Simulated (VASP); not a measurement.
# HfC (Fm-3m) in VASP: a series of runs, part 3 of 3

VASP 6.6.1. The steps go on from the part before.

## (5) Single point, PBEsol

This run uses another cell than the first one, of 12.04 Å³/atom, 1.040 times its volume.

Input file INCAR:

```
PREC = Accurate
ENCUT = 520
EDIFF = 1E-6
ISMEAR = -1
SIGMA = 0.1
LREAL = F
LASPH = T
NELM = 60
ALGO = Normal
ISIF = 2
LWAVE = F
LCHARG = F
GGA = PS
NBANDS = 14
```

Input file KPOINTS:

```
regular mesh
0
Gamma
  18 18 18
```

Input file POSCAR:

```
HfC
1.0
    0.0000000000      2.2916656041      2.2916656041
    2.2916656041      0.0000000000      2.2916656041
    2.2916656041      2.2916656041      0.0000000000
Hf C
1 1
Direct
    0.5000000000      0.5000000000      0.5000000000
    0.0000000000      0.0000000000      0.0000000000
```

Potentials or basis: VASP PAW PBE potentials, release 64 (Hf_pv, C).

The run is started by

```console
$ cat potpaw_PBE.64/Hf_pv/POTCAR potpaw_PBE.64/C/POTCAR > POTCAR
$ mpirun -np 1 vasp_std > vasp.out
```

OUTCAR:

```text
PREC = Accurate
   ENCUT = 520
   EDIFF = 1E-6
   ISMEAR = -1
   LREAL = F
   LASPH = T
   NELM = 60
   ISIF = 2
   GGA = PS

 ion  position               nearest neighbor table
   1  0.500  0.500  0.500-   2 2.29   2 2.29   2 2.29   2 2.29   2 2.29   2 2.29
   2  0.000  0.000  0.000-   1 2.29   1 2.29   1 2.29   1 2.29   1 2.29   1 2.29

  LATTYP: Found a face centered cubic cell.
 ALAT       =     4.5833312082

  Lattice vectors:

 A1 = (   0.0000000000,   2.2916656041,   2.2916656041)
 A2 = (   2.2916656041,   0.0000000000,   2.2916656041)
 A3 = (   2.2916656041,   2.2916656041,   0.0000000000)

Analysis of symmetry for initial positions (statically):
=====================================================================
 Subroutine PRICEL returns:
 Original cell was already a primitive cell.

 Routine SETGRP: Setting up the symmetry group for a
 face centered cubic supercell.

 Subroutine GETGRP returns: Found 48 space group operations
 (whereof 48 operations were pure point group operations)
 out of a pool of 48 trial point group operations.

The static configuration has the point symmetry O_h .

Analysis of symmetry for dynamics (positions and initial velocities):
=====================================================================
 Subroutine PRICEL returns:
 Original cell was already a primitive cell.

 Routine SETGRP: Setting up the symmetry group for a
 face centered cubic supercell.

 Subroutine GETGRP returns: Found 48 space group operations
 (whereof 48 operations were pure point group operations)
 out of a pool of 48 trial point group operations.

The dynamic configuration has the point symmetry O_h .

 Subroutine INISYM returns: Found 48 space group operations
 (whereof 48 operations are pure point group operations),
 and found     1 'primitive' translations

----------------------------------------------------------------------------------------

                                     Primitive cell

  volume of cell :      24.0704

  direct lattice vectors                    reciprocal lattice vectors
     0.000000000  2.291665604  2.291665604    -0.218181919  0.218181919  0.218181919
     2.291665604  0.000000000  2.291665604     0.218181919 -0.218181919  0.218181919
     2.291665604  2.291665604  0.000000000     0.218181919  0.218181919 -0.218181919

  length of vectors
     3.240904578  3.240904578  3.240904578     0.377902170  0.377902170  0.377902170

  position of ions in fractional coordinates (direct lattice)
     0.500000000  0.500000000  0.500000000
     0.000000000  0.000000000  0.000000000

  ion indices of the primitive-cell ions
   primitive index   ion index
                 1           1
                 2           2

----------------------------------------------------------------------------------------

 KPOINTS: regular mesh

Automatic generation of k-mesh.
 Grid dimensions read from file:
 generate k-points for:   18   18   18

 Generating k-lattice:

  Cartesian coordinates                     Fractional coordinates (reciprocal lattice)
    -0.012121218  0.012121218  0.012121218     0.055555556  0.000000000  0.000000000
     0.012121218 -0.012121218  0.012121218     0.000000000  0.055555556  0.000000000
     0.012121218  0.012121218 -0.012121218     0.000000000  0.000000000  0.055555556

  Length of vectors
     0.020994565  0.020994565  0.020994565

  Shift w.r.t. Gamma in fractional coordinates (k-lattice)
     0.000000000  0.000000000  0.000000000

 Subroutine IBZKPT returns following result:
 ===========================================

 Found    195 irreducible k-points:

 Following reciprocal coordinates:
            Coordinates               Weight
  0.000000  0.000000  0.000000      1.000000
  0.055556  0.000000  0.000000      8.000000
  0.111111  0.000000  0.000000      8.000000
  0.166667  0.000000  0.000000      8.000000
  0.222222  0.000000  0.000000      8.000000
  0.277778  0.000000  0.000000      8.000000
[... 16 lines left out ...]
 -0.277778  0.055556  0.000000     24.000000
 -0.222222  0.055556  0.000000     24.000000
 [... further k-points ...]
   k-points           NKPTS =    195   k-points in BZ     NKDIM =    195   number of bands    NBANDS=     14
   number of dos      NEDOS =    301   number of ions     NIONS =      2
   total plane-waves  NPLWV =  13824
   dimension x,y,z NGX =    24 NGY =   24 NGZ =   24
   dimension x,y,z NGXF=    48 NGYF=   48 NGZF=   48
   ions per type =               1   1
   NGX,Y,Z   is equivalent  to a cutoff of  12.31, 12.31, 12.31 a.u.
   NGXF,Y,Z  is equivalent  to a cutoff of  24.62, 24.62, 24.62 a.u.
 SYSTEM =  unknown system
   PREC   = accura    normal or accurate (medium, high low for compatibility)
   ISTART =      0    job   : 0-new  1-cont  2-samecut
   ICHARG =      2    charge: 1-file 2-atom 10-const
   ISPIN  =      1    spin polarized calculation?
   LNONCOLLINEAR =      F non collinear calculations
   LSORBIT =      F    spin-orbit coupling
   LASPH  =      T    aspherical Exc in radial PAW
   ENCUT  =  520.0 eV  38.22 Ry    6.18 a.u.   6.03  6.03  6.03*2*pi/ulx,y,z
   NELM   =     60;   NELMIN=  2; NELMDL= -5     # of ELM steps
   EDIFF  = 0.1E-05   stopping-criterion for ELM
   LREAL  =      F    real-space projection
   EDIFFG = 0.1E-04   stopping-criterion for IOM
   NSW    =      0    number of steps for IOM
   IBRION =     -1    ionic relax: 0-MD 1-quasi-New 2-CG
   NFREE  =      0    steps in history (QN), initial steepest desc. (CG)
   ISIF   =      2    stress and relaxation
   ISYM   =      2    0-nonsym 1-usesym 2-fastsym
   POTIM  = 0.5000    time-step for ionic-motion
   TEBEG  =    0.0;   TEEND  =   0.0 temperature during run
   PSTRESS=    0.0 pullay stress
   NELECT =      14.0000    total number of electrons
   NUPDOWN=      -1.0000    fix difference up-down
   EMIN   =  10.00;   EMAX   =-10.00  energy-range for DOS
   EFERMI =   0.00;   METHOD = LEGACY
   ISMEAR =    -1;   SIGMA  =   0.10  broadening in eV -4-tet -1-fermi 0-gaus
   EFERMI_NEDOS =   21; number of points for ismear=-14 and -15
   IALGO  =     38    algorithm
   IMIX   =      4    mixing-type and parameters
     AMIX     =   0.40;   BMIX     =  1.00
     AMIX_MAG =   1.60;   BMIX_MAG =  1.00
  volume/ion in A,a.u.               =      12.04        81.22
  Fermi-wavevector in a.u.,A,eV,Ry     =   1.366542  2.582390 25.408017  1.867437
  Thomas-Fermi vector in A             =   2.492673
   LORBIT       =      0    0 simple, 1 ext, 2 COOP (PROOUT), +10 PAW based schemes
   GGA     = PS    functional components
   LHFCALC =     F    Hartree Fock is set to
   AEXX    =    0.0000 exact exchange contribution
   IVDW    =     0    specifies the selected vdW correction
   LEPSILON=     F    determine dielectric tensor
   LRPA    =     F    only Hartree local field effects (RPA)
 non-spin polarized calculation
  energy-cutoff  :      520.00
  volume of cell :       24.07
 maximum number of plane-waves:       662
   NGX = 13   NGY = 13   NGZ = 13

 number of electron      14.0000001 magnetization

 Free energy of the ion-electron system (eV)
  ---------------------------------------------------
  ext. energy  EPLUGINS =         0.00000000
  ---------------------------------------------------
  free energy    TOTEN  =       -22.19643528 eV

  energy without entropy =      -22.18698552  energy(sigma->0) =      -22.19171040

 E-fermi :   6.1379     XC(G=0): -12.6352

 val. band max:        6.1155249327   @ k =   0.1111   0.0556   0.0000
 cond. band min:       6.1640464329   @ k =   0.5000   0.4444   0.0000
 fundamental gap:      0.0485215002
 Fermi energy:         6.1379096730

 k-point     1 :       0.0000    0.0000    0.0000
  band No.  band energies     occupation
      1     -23.1470      2.00000
      2     -23.1470      2.00000
      3     -23.1470      2.00000
      4      -6.3661      2.00000
      5       7.1929      0.00005
      6       7.1929      0.00005
      7       7.1929      0.00005
      8       7.4975      0.00000
      9       7.4975      0.00000
     10       7.4975      0.00000
     11       9.6406      0.00000
     12       9.6406      0.00000
     13      13.4950      0.00000
     14      17.2147      0.00000
[... 375 lines left out ...]
 k-point    24 :      -0.2222    0.0556    0.0000
  band No.  band energies     occupation
      1     -23.5444      2.00000
      2     -23.2135      2.00000
      3     -23.1745      2.00000
      4      -4.8821      2.00000
      5       3.1063      2.00000
      6       4.2164      2.00000
      7       4.5128      2.00000
      8       8.8267      0.00000
      9       9.0659      0.00000
     10       9.8513      0.00000
     11      13.0388      0.00000
     12      14.5150      0.00000
     13      15.7175      0.00000
     14      20.1643      0.00000

 [... further k-points ...]
[... 5 lines left out ...]
  --------------------------------------------------------------------------------------
  -------------------------------------------------------------------------------------
  Total        0.5596607      0.5596607      0.5596607     -0.0000000      0.0000000     -0.0000000
  in kB       37.2521784     37.2521784     37.2521784     -0.0000000      0.0000000     -0.0000000
  external PRESSURE =      37.2521784 kB  Pullay stress =       0.0000000 kB

 VOLUME and BASIS-vectors are now :
 -----------------------------------------------------------------------------
  energy-cutoff  :      520.00
  volume of cell :       24.07
      direct lattice vectors                 reciprocal lattice vectors
     0.000000000  2.291665604  2.291665604    -0.218181919  0.218181919  0.218181919
     2.291665604  0.000000000  2.291665604     0.218181919 -0.218181919  0.218181919
     2.291665604  2.291665604  0.000000000     0.218181919  0.218181919 -0.218181919

 POSITION                                       TOTAL-FORCE (eV/Angst)
 -----------------------------------------------------------------------------------
      2.29167      2.29167      2.29167        -0.000000      0.000000      0.000000
      0.00000      0.00000      0.00000         0.000000     -0.000000     -0.000000
 -----------------------------------------------------------------------------------
    total drift:                                0.000000     -0.000000      0.000000

  FREE ENERGIE OF THE ION-ELECTRON SYSTEM (eV)
  ---------------------------------------------------
  free  energy   TOTEN  =       -22.1964352771 eV

  energy  without entropy=      -22.1869855229  energy(sigma->0) =      -22.19171040
```

OSZICAR:

```text
N       E                     dE             d eps       ncg     rms          rms(c)
DAV:   1     0.213217847757E+02    0.21322E+02   -0.78275E+03  5476   0.992E+02
DAV:   2    -0.236018941362E+02   -0.44924E+02   -0.42149E+02  7162   0.200E+02
DAV:   3    -0.250522950595E+02   -0.14504E+01   -0.14459E+01  6492   0.260E+01
DAV:   4    -0.250582875068E+02   -0.59924E-02   -0.59920E-02  6576   0.207E+00
DAV:   5    -0.250583232510E+02   -0.35744E-04   -0.35744E-04  6476   0.144E-01    0.626E+01
DAV:   6    -0.222627492458E+02    0.27956E+01   -0.10382E+01  6168   0.172E+01    0.438E+01
DAV:   7    -0.222126590544E+02    0.50090E-01   -0.49721E-01  6966   0.491E+00    0.239E+01
DAV:   8    -0.222009051808E+02    0.11754E-01   -0.53092E-02  6762   0.176E+00    0.470E+00
DAV:   9    -0.221967784129E+02    0.41268E-02   -0.16468E-02  6054   0.722E-01    0.198E+00
DAV:  10    -0.221964414695E+02    0.33694E-03   -0.13194E-03  7090   0.267E-01    0.136E-01
DAV:  11    -0.221964356126E+02    0.58569E-05   -0.75255E-05  6216   0.750E-02    0.334E-02
DAV:  12    -0.221964352771E+02    0.33545E-06   -0.21412E-06  6748   0.119E-02
   1 F= -.22196435E+02 E0= -.22191710E+02  d E =-.944975E-02
```

Run time: 26 s. Hardware: 1 thread of Intel Xeon Platinum 8559C (Emerald Rapids), shared host; peak memory 0.19 GiB.

Results:

- Free energy: -22.1964 eV
- Pressure: 3.7 GPa
- Band gap on the k mesh: zero (band 7 reaches 7.19 eV, above the bottom of band 8 at 5.73 eV)

Levels at points of the mesh, in eV from the Fermi level:
```tsv
k point	band 3	band 4	band 5	band 6	band 7	band 8	band 9	band 10	band 11	band 12
(0.00, 0.00, 0.00)	-29.28	-12.50	1.05	1.05	1.05	1.36	1.36	1.36	3.50	3.50
(0.50, 0.00, 0.00)	-29.37	-8.44	-6.37	-3.14	-3.14	5.55	5.55	6.05	6.74	12.00
(0.50, 0.50, 0.00)	-29.56	-10.56	-2.53	-1.98	-0.03	-0.03	5.56	7.08	7.08	8.91
```

Caveat: the PAW data sets were made with another functional, which shifts forces and pressure a little; spin-orbit coupling is left out, which moves the levels of the heavy elements.

## (6) Single point, PBEsol

This run uses another cell than the first one, of 12.18 Å³/atom, 1.052 times its volume.

Input file INCAR:

```
PREC     = Accurate       # precision mode
ENCUT    = 520            # plane-wave cutoff, eV
EDIFF    = 1E-7           # SCF threshold, eV
ISMEAR   = -1             # smearing method
SIGMA    = 0.1            # smearing width, eV
LREAL    = F              # projectors in reciprocal space
LASPH    = T              # aspherical terms in the spheres
NELM     = 60             # most SCF steps
ALGO     = Normal         # electronic algorithm
ISIF     = 2              # what is computed and relaxed
LWAVE    = F              # write WAVECAR
LCHARG   = F              # write CHGCAR
GGA      = PS             # functional
NBANDS   = 14             # bands
```

KPOINTS is that of step 5.

Input file POSCAR:

```
HfC
1.0
    0.0000000000      2.3005187178      2.3005187178
    2.3005187178      0.0000000000      2.3005187178
    2.3005187178      2.3005187178      0.0000000000
Hf C
1 1
Direct
    0.5000000000      0.5000000000      0.5000000000
    0.0000000000      0.0000000000      0.0000000000
```

Potentials or basis: VASP PAW PBE potentials, release 64 (Hf_pv, C).

The run is started by

```console
$ cat potpaw_PBE.64/Hf_pv/POTCAR potpaw_PBE.64/C/POTCAR > POTCAR
$ mpirun -np 1 vasp_std > vasp.out
```

Wall time 30 s (1 thread of Intel Xeon Platinum 8559C (Emerald Rapids), shared host); peak memory 0.19 GiB.

The run converged. Its results:

```
Free energy            : -22.2004 eV
Pressure               : 0.7 GPa
Band gap on the k mesh : zero (band 7 reaches 7.09 eV, above the bottom of band 8 at 5.63 eV)
```

Levels at points of the mesh, in eV from the Fermi level:
```csv
k point,band 3,band 4,band 5,band 6,band 7,band 8,band 9,band 10,band 11,band 12
"(0.00, 0.00, 0.00)",-29.34,-12.44,1.05,1.05,1.05,1.36,1.36,1.36,3.47,3.47
"(0.50, 0.00, 0.00)",-29.42,-8.45,-6.31,-3.09,-3.09,5.48,5.48,5.97,6.68,11.84
"(0.50, 0.50, 0.00)",-29.60,-10.50,-2.54,-1.93,-0.04,-0.04,5.49,6.98,6.98,8.76
```

Caveat: the PAW data sets were made with another functional, which shifts forces and pressure a little; spin-orbit coupling is left out, which moves the levels of the heavy elements.

## (7) The runs side by side

```csv
cell,gap on the mesh (eV),pressure (GPa)
"a = 3.199 Å, angles 60.0°, 2 atoms",none,15.0
"a = 3.217 Å, angles 60.0°, 2 atoms",none,9.9
"a = 3.229 Å, angles 60.0°, 2 atoms",none,6.8
"a = 3.241 Å, angles 60.0°, 2 atoms",none,3.7
"a = 3.253 Å, angles 60.0°, 2 atoms",none,0.7
```

Alike in all rows: task single point; level PBEsol; potentials or basis VASP PAW PBE potentials, release 64 (Hf_pv, C); no spin polarisation; k mesh 18 × 18 × 18; cutoff (eV) 520; smearing fermi-dirac 0.1 eV.

Caveats: the PAW data sets were made with another functional, which shifts forces and pressure a little; spin-orbit coupling is left out, which moves the levels of the heavy elements.

Absolute energies hang on the potentials; compare differences alone.
